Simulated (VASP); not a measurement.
# Si2Mo in VASP: a series of runs, part 2 of 2

VASP 6.6.1.

## 3. Single point, PBE

This run uses another cell than the first one, of 19.32 Å³/atom.

File INCAR:

```
SYSTEM = Si2Mo
PREC     = Accurate       ! precision mode
ENCUT    = 520            ! plane-wave cutoff, eV
EDIFF    = 1E-6           ! SCF threshold, eV
ISMEAR   = 0              ! smearing method
SIGMA    = 0.2            ! smearing width, eV
LREAL    = .FALSE.        ! projectors in reciprocal space
LASPH    = .TRUE.         ! aspherical terms in the spheres
NELM     = 100            ! most SCF steps
ALGO     = Normal         ! electronic algorithm
ISIF     = 2              ! what is computed and relaxed
LWAVE    = .FALSE.        ! write WAVECAR
LCHARG   = .FALSE.        ! write CHGCAR
GGA      = PE             ! functional
NBANDS   = 31             ! bands
```

File KPOINTS:

```
regular mesh
0
G
  6 4 4
  0 0 0
```

File POSCAR:

```
Si2Mo
1.0
    0.0000000000      3.4889973182      0.0000000000
    0.0000000000      0.0000000000      4.7608551551
    6.9779946365      0.0000000000      0.0000000000
Si Mo
4 2
Direct
    0.0000000000      0.0000000000      0.0000000000
    0.0000000000      0.0000000000      0.5000000000
    0.5000000000      0.5000000000      0.2500000000
    0.5000000000      0.5000000000      0.7500000000
    0.5000000000      0.0000000000      0.2500000000
    0.5000000000      0.0000000000      0.7500000000
```

Potentials or basis: VASP PAW PBE potentials, release 64 (Si, Mo_sv).

Run with:

```bash
$ cat potpaw_PBE.64/Si/POTCAR potpaw_PBE.64/Mo_sv/POTCAR > POTCAR
$ mpirun -np 1 vasp_std > vasp.out
```

OUTCAR:

```text
SYSTEM = Si2Mo
   PREC = Accurate
   ENCUT = 520
   EDIFF = 1E-6
   ISMEAR = 0
   LREAL = .FALSE.
   LASPH = .TRUE.
   NELM = 100
   ISIF = 2
   GGA = PE

 ion  position               nearest neighbor table
   1  0.000  0.000  0.000-   5 2.47   6 2.47   5 2.47   6 2.47
   2  0.000  0.000  0.500-   5 2.47   6 2.47   5 2.47   6 2.47
   3  0.500  0.500  0.250-   5 2.38   5 2.38
   4  0.500  0.500  0.750-   6 2.38   6 2.38
   5  0.500  0.000  0.250-   3 2.38   3 2.38   1 2.47   2 2.47   1 2.47   2 2.47   6 3.49   6 3.49

   6  0.500  0.000  0.750-   4 2.38   4 2.38   1 2.47   2 2.47   1 2.47   2 2.47   5 3.49   5 3.49

  LATTYP: Found a simple orthorhombic cell.
 ALAT       =     3.4889973182
 B/A-ratio  =     1.3645339107
 C/A-ratio  =     2.0000000000

  Lattice vectors:

 A1 = (   0.0000000000,   3.4889973182,   0.0000000000)
 A2 = (   0.0000000000,   0.0000000000,   4.7608551551)
 A3 = (   6.9779946365,   0.0000000000,   0.0000000000)

Analysis of symmetry for initial positions (statically):
[... 199 lines left out ...]

 val. band max:        7.4067027467   @ k =   0.5000   0.5000   0.2500
 cond. band min:       7.4447885905   @ k =   0.1667   0.0000   0.2500
 fundamental gap:      0.0380858438
 Fermi energy:         7.4207430213

 k-point     1 :       0.0000    0.0000    0.0000
  band No.  band energies     occupation
      1     -53.1981      2.00000
      2     -53.1920      2.00000
      3     -27.5392      2.00000
      4     -27.4270      2.00000
      5     -27.4250      2.00000
      6     -27.4151      2.00000
[... 805 lines left out ...]
     30      10.6569      0.00000
     31      11.5574      0.00000

 [... further k-points ...]

------------------------ aborting loop because EDIFF is reached ----------------------------------------

  FORCE on cell =-STRESS in cart. coord.  units (eV):
  Direction    XX          YY          ZZ          XY          YZ          ZX
  --------------------------------------------------------------------------------------
  -------------------------------------------------------------------------------------
  Total       -0.0019153      0.0445278     -0.1981536      0.0000000      0.0000000      0.0000000
  in kB       -0.0264748      0.6154970     -2.7390263      0.0000000      0.0000000      0.0000000
  external PRESSURE =      -0.7166680 kB  Pullay stress =       0.0000000 kB

 VOLUME and BASIS-vectors are now :
 -----------------------------------------------------------------------------
  energy-cutoff  :      520.00
  volume of cell :      115.91
      direct lattice vectors                 reciprocal lattice vectors
     0.000000000  3.488997318  0.000000000     0.000000000  0.286615296  0.000000000
     0.000000000  0.000000000  4.760855155     0.000000000  0.000000000  0.210046298
     6.977994637  0.000000000  0.000000000     0.143307648  0.000000000  0.000000000

 POSITION                                       TOTAL-FORCE (eV/Angst)
 -----------------------------------------------------------------------------------
      0.00000      0.00000      0.00000        -0.000000     -0.000000     -0.000000
      3.48900      0.00000      0.00000        -0.000000     -0.000000     -0.000000
      1.74450      1.74450      2.38043        -0.000000     -0.000000      0.000000
      5.23350      1.74450      2.38043        -0.000000     -0.000000      0.000000
      1.74450      1.74450      0.00000         0.000000      0.000000     -0.000000
      5.23350      1.74450      0.00000        -0.000000      0.000000     -0.000000
 -----------------------------------------------------------------------------------
    total drift:                                0.000000      0.000000     -0.000000

  FREE ENERGIE OF THE ION-ELECTRON SYSTEM (eV)
  ---------------------------------------------------
  free  energy   TOTEN  =       -41.0928441553 eV

  energy  without entropy=      -41.0567000670  energy(sigma->0) =      -41.07477211
```

OSZICAR:

```text
N       E                     dE             d eps       ncg     rms          rms(c)
DAV:   1     0.310501772130E+03    0.31050E+03   -0.23826E+04  2512   0.129E+03
DAV:   2    -0.298410984369E+02   -0.34034E+03   -0.32729E+03  2624   0.332E+02
DAV:   3    -0.422286862343E+02   -0.12388E+02   -0.11922E+02  2879   0.548E+01
DAV:   4    -0.424586178781E+02   -0.22993E+00   -0.22887E+00  2668   0.709E+00
DAV:   5    -0.424634612111E+02   -0.48433E-02   -0.48399E-02  2798   0.968E-01    0.238E+01
DAV:   6    -0.414588758953E+02    0.10046E+01   -0.26319E+00  2506   0.964E+00    0.764E+00
DAV:   7    -0.412113908813E+02    0.24749E+00   -0.87654E-01  2694   0.394E+00    0.518E+00
DAV:   8    -0.410949277086E+02    0.11646E+00   -0.42707E-01  2604   0.372E+00    0.708E-01
DAV:   9    -0.410927324652E+02    0.21952E-02   -0.21673E-02  2716   0.672E-01    0.482E-01
DAV:  10    -0.410927774951E+02   -0.45030E-04   -0.16107E-03  2575   0.255E-01    0.113E-01
DAV:  11    -0.410928386314E+02   -0.61136E-04   -0.17055E-04  2831   0.683E-02    0.333E-02
DAV:  12    -0.410928437969E+02   -0.51656E-05   -0.30291E-05  2571   0.245E-02    0.959E-03
DAV:  13    -0.410928441553E+02   -0.35839E-06   -0.34543E-06  2347   0.101E-02
   1 F= -.41092844E+02 E0= -.41074772E+02  d E =-.361441E-01
```

stdout:

```text
POSCAR found type information on POSCAR SiMo
 POSCAR found :  2 types and       6 ions
 scaLAPACK will be used
 LDA part: xc-table for (Slater+PW92), standard interpolation
 POSCAR, INCAR and KPOINTS ok, starting setup
 FFT: planning ... GRIDC
 FFT: planning ... GRID_SOFT
 FFT: planning ... GRID
 WAVECAR not read
 entering main loop
```

Run time: 2.1 min. Hardware: 1 thread of Intel Xeon Platinum 8375C at 2.90GHz (Ice Lake), shared host; peak memory 0.28 GiB.

What came out:

```yaml
Free_energy: -41.0928 eV
Pressure: -0.1 GPa
Band_gap_on_the_k_mesh: zero (bands 22 and 23 overlap by 1.04 eV)
```

## 4. Single point, PBE, collinear spin

This run uses another cell than the first one: it holds 3 atoms, not 6.

File INCAR:

```
SYSTEM = Si2Mo
PREC = Accurate
ENCUT = 520
EDIFF = 1E-6
ISMEAR = 0
SIGMA = 0.1
LREAL = .FALSE.
LASPH = .TRUE.
NELM = 150
ALGO = Normal
ISIF = 2
LWAVE = .FALSE.
LCHARG = .FALSE.
ISPIN = 2
MAGMOM = 0 0 1
LORBIT = 11
LMAXMIX = 4
GGA = PE
NBANDS = 22
```

File KPOINTS:

```
regular mesh
0
G
  6 6 4
  0 0 0
```

File POSCAR:

```
Si2Mo
1.0
    3.4869080984      0.0000000000      0.0000000000
    0.0000000000      3.4869080984      0.0000000000
    0.0000000000      0.0000000000      4.7531821630
Si Mo
2 1
Direct
    0.0000000000      0.0000000000      0.0000000000
    0.5000000000      0.5000000000      0.5000000000
    0.5000000000      0.5000000000      0.0000000000
```

Run with:

```bash
$ cat potpaw_PBE.64/Si/POTCAR potpaw_PBE.64/Mo_sv/POTCAR > POTCAR
$ mpirun -np 1 vasp_std > vasp.out
```

It took 70 s on 1 thread of Intel Xeon Platinum 8375C at 2.90GHz (Ice Lake), shared host; peak memory 0.22 GiB.

Results (log left out):

```yaml
Free_energy: -20.5444 eV
Pressure: 0.2 GPa
Band_gap_on_the_k_mesh: zero (filled and empty bands overlap)
Net_moment: 0.00 μB per cell
Valence_electrons_inside_the_program's_atomic_spheres: Si 1.63, 1.61; Mo 12.74
```

Stress tensor (GPa, compression positive):
```
0.14 0.00 0.00
0.00 0.14 0.00
0.00 0.00 0.46
```

Levels at points of the mesh, in eV from the Fermi level:
Spin up:
```tsv
k point	band 8	band 9	band 10	band 11	band 12	band 13	band 14	band 15
(0.00, 0.00, 0.00)	-2.92	-0.78	-0.32	-0.32	0.69	0.69	2.02	4.03
(0.50, 0.00, 0.00)	-3.23	-3.21	-1.08	-0.19	0.02	1.15	3.10	3.61
(0.50, 0.50, 0.00)	-3.35	-1.83	-1.83	0.93	1.16	1.16	1.22	1.36
(0.00, 0.00, 0.50)	-2.84	-1.10	-1.10	-0.76	1.02	1.55	1.55	4.84
(0.50, 0.00, 0.50)	-5.09	-3.20	-3.17	-0.61	1.37	1.89	4.19	5.47
(0.50, 0.50, 0.50)	-3.51	-3.06	-2.19	-2.19	-0.63	1.47	2.06	2.54
```
Spin down:
```
           k point  band 8  band 9  band 10  band 11  band 12  band 13  band 14  band 15
(0.00, 0.00, 0.00)   -2.92   -0.78    -0.32    -0.32     0.69     0.69     2.02     4.03
(0.50, 0.00, 0.00)   -3.23   -3.21    -1.08    -0.19     0.02     1.15     3.10     3.61
(0.50, 0.50, 0.00)   -3.35   -1.83    -1.83     0.93     1.16     1.16     1.22     1.37
(0.00, 0.00, 0.50)   -2.84   -1.10    -1.10    -0.76     1.02     1.55     1.55     4.84
(0.50, 0.00, 0.50)   -5.09   -3.20    -3.17    -0.61     1.37     1.89     4.19     5.47
(0.50, 0.50, 0.50)   -3.51   -3.06    -2.19    -2.19    -0.63     1.47     2.06     2.54
```

## 5. Summary

| spin | cell | k mesh | smearing | gap on the mesh (eV) | pressure (GPa) |
| --- | --- | --- | --- | --- | --- |
| off | a = 4.931, b = 4.931, c = 4.753 Å, 6 atoms, atomic positions A | 4 × 4 × 4 | gaussian 0.1 eV | none | 0.3 |
| off | a = 3.489, b = 4.761, c = 6.978 Å, 6 atoms, atomic positions B | 6 × 4 × 4 | gaussian 0.2 eV | none | -0.1 |
| collinear | a = 3.487, b = 3.487, c = 4.753 Å, 3 atoms, atomic positions C | 6 × 6 × 4 | gaussian 0.1 eV | none | 0.2 |

Alike in all rows: task single point; level PBE; potentials or basis VASP PAW PBE potentials, release 64 (Si, Mo_sv); cutoff (eV) 520.

Absolute energies hang on the potentials; compare differences alone.
